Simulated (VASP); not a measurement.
# Mg5Cd3Te8: single point with PBEsol

Mg5Cd3Te8:

```
Mg Te Cd
1.0
    12.91438    0.00000    0.00000
     0.00000   12.91438    0.00000
     0.00000    0.00000   12.91438
Mg Te Cd
20 32 12
Direct
  0.00068 0.99985 0.99922
  0.99961 0.99987 0.49896
  0.00077 0.50019 0.99956
  0.00044 0.49962 0.50079
  0.49968 0.00030 0.00025
  0.50019 0.99941 0.50022
  0.50100 0.49950 0.99955
  0.49996 0.49999 0.49961
  0.24955 0.75057 0.00031
  0.24924 0.74973 0.50009
  0.74938 0.99955 0.24977
  0.75028 0.00006 0.74948
  0.75021 0.49988 0.75027
  0.99976 0.24979 0.25002
  0.99974 0.24995 0.74912
  0.99996 0.74972 0.24967
  0.00009 0.74896 0.74975
  0.49955 0.24906 0.24944
  0.50017 0.24940 0.74901
  0.49952 0.74994 0.25007
  0.12320 0.12477 0.12487
  0.12287 0.12447 0.62461
  0.12404 0.62580 0.12393
  0.12468 0.62533 0.62467
  0.62425 0.12413 0.12546
  0.62452 0.12391 0.62548
  0.62375 0.62521 0.12457
  0.62536 0.62315 0.62460
  0.37682 0.37603 0.12563
  0.37649 0.37536 0.62535
  0.37586 0.87397 0.12387
  0.37454 0.87462 0.62319
  0.87676 0.37543 0.12467
  0.87569 0.37606 0.62587
  0.87650 0.87661 0.12605
  0.87666 0.87642 0.62644
  0.37659 0.12428 0.37511
  0.37671 0.12509 0.87476
  0.37609 0.62646 0.37647
  0.37605 0.62604 0.87742
  0.87516 0.12393 0.37345
  0.87598 0.12428 0.87399
  0.87699 0.62535 0.37580
  0.87557 0.62394 0.87420
  0.12320 0.37453 0.37483
  0.12336 0.37395 0.87495
  0.12389 0.87384 0.37555
  0.12389 0.87352 0.87522
  0.62313 0.37459 0.37405
  0.62432 0.37516 0.87353
  0.62403 0.87543 0.37388
  0.62548 0.87706 0.87531
  0.25114 0.24999 0.00109
  0.25047 0.24964 0.50033
  0.75037 0.25033 0.99995
  0.75005 0.25002 0.49957
  0.75138 0.75078 0.00030
  0.75068 0.75138 0.50082
  0.25005 0.99938 0.25008
  0.24996 0.00009 0.75051
  0.24993 0.50105 0.25107
  0.25111 0.50045 0.75165
  0.75061 0.50084 0.25053
  0.50122 0.75067 0.74961
```

| Quantity | Value |
| --- | --- |
| Program | VASP 6.6.1 |
| Task | single point |
| Functional | PBEsol |
| Potentials or basis | VASP PAW PBE potentials, release 64 (Mg, Te, Cd) |
| Cutoff | 500 eV |
| k mesh | 1 × 1 × 1, shifted |
| Occupations | fermi-dirac, width 0.05 eV |
| Spin | no spin polarisation |

```
Pressure               : 0.1 GPa
Largest force          : 0.045 eV/Å
Band gap on the k mesh : 2.43 eV
```

Forces on the atoms (eV/Å):
```
Mg  -0.023  0.001 -0.017
Mg   0.001  0.003 -0.008
Mg  -0.020 -0.002  0.001
Mg   0.004  0.001 -0.001
Mg   0.009 -0.015  0.003
Mg   0.024  0.002  0.002
Mg   0.012 -0.003 -0.011
Mg   0.002 -0.002 -0.008
Mg  -0.002 -0.007 -0.011
Mg  -0.002 -0.004 -0.003
Mg   0.000  0.011 -0.003
Mg   0.001  0.021  0.026
Mg  -0.014 -0.004  0.006
Mg  -0.014 -0.003 -0.008
Mg  -0.007 -0.009  0.025
Mg   0.004  0.012 -0.012
Mg  -0.008  0.011  0.005
Mg   0.013  0.007 -0.007
Mg   0.017  0.014  0.020
Mg   0.025 -0.006 -0.012
Te  -0.014 -0.018  0.006
Te  -0.019 -0.011 -0.016
Te  -0.009  0.014 -0.004
Te  -0.018 -0.002 -0.021
Te  -0.014 -0.013  0.004
Te  -0.027 -0.030 -0.007
Te  -0.033  0.003  0.005
Te  -0.001 -0.028 -0.010
Te   0.022 -0.003  0.007
Te   0.038 -0.001 -0.010
Te   0.012 -0.009 -0.008
Te  -0.001 -0.001 -0.027
Te   0.038  0.007  0.023
Te   0.008  0.004  0.003
Te   0.027  0.015  0.019
Te   0.026  0.004  0.009
Te   0.028  0.008 -0.003
Te   0.030  0.001  0.005
Te   0.001  0.014  0.017
Te  -0.001 -0.001  0.013
Te   0.018 -0.020 -0.007
Te   0.016 -0.031 -0.022
Te   0.035  0.004  0.011
Te   0.032 -0.014 -0.018
Te  -0.021  0.000  0.005
Te  -0.006  0.000 -0.012
Te  -0.021 -0.028  0.016
Te  -0.014 -0.017  0.017
Te  -0.036 -0.001  0.010
Te  -0.033  0.006 -0.024
Te  -0.020  0.008 -0.003
Te   0.004  0.035 -0.005
Cd  -0.021  0.023 -0.004
Cd  -0.011  0.021  0.011
Cd   0.001 -0.006  0.001
Cd   0.020  0.020  0.018
Cd  -0.006 -0.003  0.013
Cd  -0.007 -0.001 -0.003
Cd  -0.002  0.011 -0.003
Cd  -0.006 -0.005 -0.004
Cd   0.002  0.007 -0.004
Cd  -0.022  0.013  0.007
Cd  -0.004 -0.002 -0.009
Cd  -0.010 -0.003  0.018
```

Stress tensor (GPa, compression positive):
```
 0.09 -0.17 -0.18
-0.17  0.12 -0.16
-0.18 -0.16  0.12
```

Levels at points of the mesh, in eV from the valence-band top:
| k point | band 184 | band 185 | band 186 | band 187 | band 188 | band 189 | band 190 | band 191 | band 192 | band 193 |
| --- | --- | --- | --- | --- | --- | --- | --- | --- | --- | --- |
| (0.25, 0.25, 0.25) | -0.25 | -0.24 | -0.21 | -0.01 | 0.00 | 2.43 | 2.59 | 2.84 | 2.90 | 2.99 |

Run time: 23 min on 1 thread of AMD EPYC 7R13 Processor (Zen 3) (shared host), peak memory 1.6 GiB.

Caveat: the PAW data sets were made with another functional, which shifts forces and pressure a little; spin-orbit coupling is left out, which moves the levels of the heavy elements; a shifted mesh leaves out Γ, where band edges can lie. A k mesh can miss the band edges.
